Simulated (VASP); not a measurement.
# Pt (P6_3/mmc) in VASP: a series of runs, part 2 of 2

VASP 6.6.1. Earlier steps stand in the parts before.

### 3 Single point, r2SCAN (strain -0.025 along x and y, -0.025 along z)

The input, POSCAR:

```
Pt
1.0
    2.6916489754      0.0000000000      0.0000000000
   -1.3458244877      2.3310363908      0.0000000000
    0.0000000000      0.0000000000      4.6723306500
Pt
2
Direct
    0.6666666667      0.3333333333      0.7500000000
    0.3333333333      0.6666666667      0.2500000000
```

The input, INCAR.step1:

```
SYSTEM = Pt
PREC = Accurate
ENCUT = 520
ISMEAR = 0
SIGMA = 0.15
LREAL = .False.
LASPH = .True.
NELM = 60
NBANDS = 17
GGA = PE
ALGO = Normal
EDIFF = 1E-4
LWAVE = .True.
LCHARG = .False.
```

The input, INCAR.step2:

```
SYSTEM = Pt
PREC = Accurate
ENCUT = 520
EDIFF = 1E-6
ISMEAR = 0
SIGMA = 0.15
LREAL = .False.
LASPH = .True.
NELM = 60
ALGO = Normal
ISIF = 2
LWAVE = .False.
LCHARG = .False.
METAGGA = R2SCAN
LMIXTAU = .True.
NBANDS = 17
ISTART = 1
```

The input, KPOINTS:

```
regular mesh
0
Gamma
  18 18 10
  0 0 0
```

Potentials or basis: VASP PAW PBE potentials, release 64 (Pt).

Run with:

```console
$ cat potpaw_PBE.64/Pt/POTCAR > POTCAR
$ cp INCAR.step1 INCAR
$ mpirun -np 1 vasp_std > vasp.out
$ cp INCAR.step2 INCAR
$ mpirun -np 1 vasp_std > vasp.out
```

OUTCAR:

```text
SYSTEM = Pt
   PREC = Accurate
   ENCUT = 520
   EDIFF = 1E-6
   ISMEAR = 0
   LREAL = .False.
   LASPH = .True.
   NELM = 60
   ISIF = 2
   METAGGA = R2SCAN
   ISTART = 1

 ion  position               nearest neighbor table
   1  0.667  0.333  0.750-   2 2.81   2 2.81   2 2.81   2 2.81   2 2.81   2 2.81
   2  0.333  0.667  0.250-   1 2.81   1 2.81   1 2.81   1 2.81   1 2.81   1 2.81

  LATTYP: Found a hexagonal cell.
 ALAT       =     2.6916489754
 C/A-ratio  =     1.7358618054

  Lattice vectors:

 A1 = (   2.6916489754,   0.0000000000,   0.0000000000)
 A2 = (  -1.3458244877,   2.3310363908,   0.0000000000)
 A3 = (   0.0000000000,   0.0000000000,   4.6723306500)

Analysis of symmetry for initial positions (statically):
=====================================================================
 Subroutine PRICEL returns:
 Original cell was already a primitive cell.

 Routine SETGRP: Setting up the symmetry group for a
 hexagonal supercell.

 Subroutine GETGRP returns: Found 24 space group operations
 (whereof 12 operations were pure point group operations)
 out of a pool of 24 trial point group operations.

The static configuration has the point symmetry D_3d.
 The point group associated with its full space group is D_6h.

Analysis of symmetry for dynamics (positions and initial velocities):
=====================================================================
 Subroutine PRICEL returns:
 Original cell was already a primitive cell.

 Routine SETGRP: Setting up the symmetry group for a
 hexagonal supercell.

 Subroutine GETGRP returns: Found 24 space group operations
 (whereof 12 operations were pure point group operations)
 out of a pool of 24 trial point group operations.

The dynamic configuration has the point symmetry D_3d.
 The point group associated with its full space group is D_6h.

 Subroutine INISYM returns: Found 24 space group operations
 (whereof 12 operations are pure point group operations),
 and found     1 'primitive' translations
[... 112 lines left out ...]
   IALGO  =     38    algorithm
   IMIX   =      4    mixing-type and parameters
     AMIX     =   0.40;   BMIX     =  1.00
     AMIX_MAG =   1.60;   BMIX_MAG =  1.00
  volume/ion in A,a.u.               =      14.66        98.92
  Fermi-wavevector in a.u.,A,eV,Ry     =   1.441179  2.723433 28.259244  2.076996
  Thomas-Fermi vector in A             =   2.559840
   LORBIT       =      0    0 simple, 1 ext, 2 COOP (PROOUT), +10 PAW based schemes
   METAGGA = R2SCAN    functional components
   LHFCALC =     F    Hartree Fock is set to
   AEXX    =    0.0000 exact exchange contribution
   IVDW    =     0    specifies the selected vdW correction
   LEPSILON=     F    determine dielectric tensor
   LRPA    =     F    only Hartree local field effects (RPA)
 non-spin polarized calculation
 Gauss-broadening in eV      SIGMA  =   0.15
  energy-cutoff  :      520.00
  volume of cell :       29.32
 maximum number of plane-waves:       825
 NGX is ok and might be reduce to    20
   NGX =  9   NGY =  9   NGZ = 17

 number of electron      20.0000002 magnetization

 Free energy of the ion-electron system (eV)
  ---------------------------------------------------
  ext. energy  EPLUGINS =         0.00000000
  ---------------------------------------------------
  free energy    TOTEN  =      -102.82028377 eV

  energy without entropy =     -102.78663638  energy(sigma->0) =     -102.80346007

 E-fermi :  11.5393     XC(G=0): -14.8278

 val. band max:       11.5386554705   @ k =   0.3889   0.0000   0.4000
 cond. band min:      11.5417248230   @ k =   0.2778   0.2222   0.0000
 fundamental gap:      0.0030693526
 Fermi energy:        11.5392673987

 k-point     1 :       0.0000    0.0000    0.0000
  band No.  band energies     occupation
      1       0.7388      2.00000
      2       3.4674      2.00000
      3       6.9682      2.00000
      4       7.5509      2.00000
      5       7.5509      2.00000
      6       7.9768      2.00000
[... 457 lines left out ...]
      4       7.4948      2.00000
      5       7.8058      2.00000
      6       7.8345      2.00000
[... 9 lines left out ...]
     16      25.0510      0.00000
     17      26.5653      0.00000

 [... further k-points ...]

------------------------ aborting loop because EDIFF is reached ----------------------------------------

  FORCE on cell =-STRESS in cart. coord.  units (eV):
  Direction    XX          YY          ZZ          XY          YZ          ZX
  --------------------------------------------------------------------------------------
  -------------------------------------------------------------------------------------
  Total        3.0825489      3.0825489      2.7467253     -0.0000000      0.0000000      0.0000000
  in kB      168.4688113    168.4688113    150.1152358     -0.0000000      0.0000000      0.0000000
  external PRESSURE =     162.3509528 kB  Pullay stress =       0.0000000 kB

 VOLUME and BASIS-vectors are now :
 -----------------------------------------------------------------------------
  energy-cutoff  :      520.00
  volume of cell :       29.32
      direct lattice vectors                 reciprocal lattice vectors
     2.691648975  0.000000000  0.000000000     0.371519470  0.214496866  0.000000000
    -1.345824488  2.331036391  0.000000000     0.000000000  0.428993732  0.000000000
     0.000000000  0.000000000  4.672330650     0.000000000  0.000000000  0.214025949

 POSITION                                       TOTAL-FORCE (eV/Angst)
 -----------------------------------------------------------------------------------
      1.34582      0.77701      3.50425        -0.000000      0.000000      0.000000
     -0.00000      1.55402      1.16808         0.000000     -0.000000      0.000000
 -----------------------------------------------------------------------------------
    total drift:                               -0.000000      0.000000     -0.000000

  FREE ENERGIE OF THE ION-ELECTRON SYSTEM (eV)
  ---------------------------------------------------
  free  energy   TOTEN  =      -102.8202837696 eV

  energy  without entropy=     -102.7866363769  energy(sigma->0) =     -102.80346007
```

OUTCAR.step1:

```text
SYSTEM = Pt
   PREC = Accurate
   ENCUT = 520
   ISMEAR = 0
   LREAL = .False.
   LASPH = .True.
[... 705 lines left out ...]
      1.34582      0.77701      3.50425         0.000000      0.000000      0.000000
     -0.00000      1.55402      1.16808        -0.000000      0.000000      0.000000
 -----------------------------------------------------------------------------------
    total drift:                               -0.000000      0.000000     -0.000000

  FREE ENERGIE OF THE ION-ELECTRON SYSTEM (eV)
  ---------------------------------------------------
  free  energy   TOTEN  =       -11.9690979987 eV

  energy  without entropy=      -11.9316848843  energy(sigma->0) =      -11.95039144
```

Wall time 2.7 min (1 thread of Intel Xeon Platinum 8559C (Emerald Rapids), shared host); peak memory 0.21 GiB.

What came out:

```yaml
Free_energy: -102.8203 eV
Pressure: 16.2 GPa
Band_gap_on_the_k_mesh: zero (bands 10 and 11 overlap by 1.57 eV)
```

Stress tensor (GPa, compression positive):
```
16.85  0.00  0.00
 0.00 16.85  0.00
 0.00  0.00 15.01
```

Caveat: the cell differs from its parent crystal (strain -0.025 along x and y, -0.025 along z); the cell stands under pressure; the PAW data sets were made with another functional, which shifts forces and pressure a little; spin-orbit coupling is left out, which moves the levels of the heavy elements.

### 4 Single point, r2SCAN (strain -0.050 along x and y, +0.050 along z)

The input, POSCAR:

```
Pt
1.0
    2.6226323350      0.0000000000      0.0000000000
   -1.3113161675      2.2712662269      0.0000000000
    0.0000000000      0.0000000000      5.0317407000
Pt
2
Direct
    0.6666666667      0.3333333333      0.7500000000
    0.3333333333      0.6666666667      0.2500000000
```

The input, INCAR.step1:

```
ALGO     = Normal         # electronic algorithm
EDIFF    = 1E-4           # SCF threshold, eV
ENCUT    = 520            # plane-wave cutoff, eV
GGA      = PE             # functional
ISMEAR   = 0              # smearing method
LASPH    = T              # aspherical terms in the spheres
LCHARG   = F              # write CHGCAR
LREAL    = F              # projectors in reciprocal space
LWAVE    = T              # write WAVECAR
NBANDS   = 17             # bands
NELM     = 80             # most SCF steps
PREC     = Accurate       # precision mode
SIGMA    = 0.15           # smearing width, eV
```

The input, INCAR.step2:

```
ALGO     = Normal         # electronic algorithm
EDIFF    = 1E-6           # SCF threshold, eV
ENCUT    = 520            # plane-wave cutoff, eV
ISIF     = 2              # what is computed and relaxed
ISMEAR   = 0              # smearing method
ISTART   = 1            
LASPH    = T              # aspherical terms in the spheres
LCHARG   = T              # write CHGCAR
LELF     = T              # ELF
LMIXTAU  = T            
LREAL    = F              # projectors in reciprocal space
LVHAR    = T            
LWAVE    = F              # write WAVECAR
METAGGA  = R2SCAN         # meta-GGA
NBANDS   = 17             # bands
NELM     = 80             # most SCF steps
PREC     = Accurate       # precision mode
SIGMA    = 0.15           # smearing width, eV
```

The input, KPOINTS:

```
k-points
0
Gamma
  18 18 10
```

Run with:

```console
$ cat potpaw_PBE.64/Pt/POTCAR > POTCAR
$ cp INCAR.step1 INCAR
$ mpirun -np 1 vasp_std > vasp.out
$ cp INCAR.step2 INCAR
$ mpirun -np 1 vasp_std > vasp.out
```

Wall time 3.2 min (1 thread of Intel Xeon Platinum 8559C (Emerald Rapids), shared host); peak memory 0.21 GiB.

It converged, with:

```yaml
Free_energy: -102.6801 eV
Pressure: 16.3 GPa
Band_gap_on_the_k_mesh: zero (bands 10 and 11 overlap by 1.85 eV)
```

Stress tensor (GPa, compression positive):
```
26.72  0.00  0.00
 0.00 26.72  0.00
 0.00  0.00 -4.64
```

Levels at points of the mesh, in eV from the Fermi level:
```csv
k point,band 8,band 9,band 10,band 11,band 12,band 13
"(0.00, 0.00, 0.00)",-1.37,-1.33,-1.33,-0.15,-0.15,3.96
"(0.50, 0.00, 0.00)",-0.30,0.95,1.06,2.72,4.42,8.21
"(0.00, 0.00, 0.50)",-3.85,-0.65,-0.65,-0.65,-0.65,10.70
"(0.50, 0.00, 0.50)",-0.93,1.01,1.01,1.92,1.92,7.92
```

Caveat: the cell differs from its parent crystal (strain -0.050 along x and y, +0.050 along z); the cell stands under pressure; the PAW data sets were made with another functional, which shifts forces and pressure a little; spin-orbit coupling is left out, which moves the levels of the heavy elements.

### 5 The runs side by side

```csv
cell,gap on the mesh (eV),pressure (GPa)
"a = 2.623, b = 2.623, c = 4.912 Å, angles 90.0, 90.0, 120.0°, 2 atoms",none,22.1
"a = 2.692, b = 2.692, c = 4.672 Å, angles 90.0, 90.0, 120.0°, 2 atoms",none,16.2
"a = 2.623, b = 2.623, c = 5.032 Å, angles 90.0, 90.0, 120.0°, 2 atoms",none,16.3
```

Alike in all rows: task single point; level r2SCAN; potentials or basis VASP PAW PBE potentials, release 64 (Pt); no spin polarisation; k mesh 18 × 18 × 10; cutoff (eV) 520; smearing gaussian 0.15 eV.

Caveats: the cell stands under pressure; the PAW data sets were made with another functional, which shifts forces and pressure a little; spin-orbit coupling is left out, which moves the levels of the heavy elements.

Absolute energies hang on the potentials; compare differences alone.
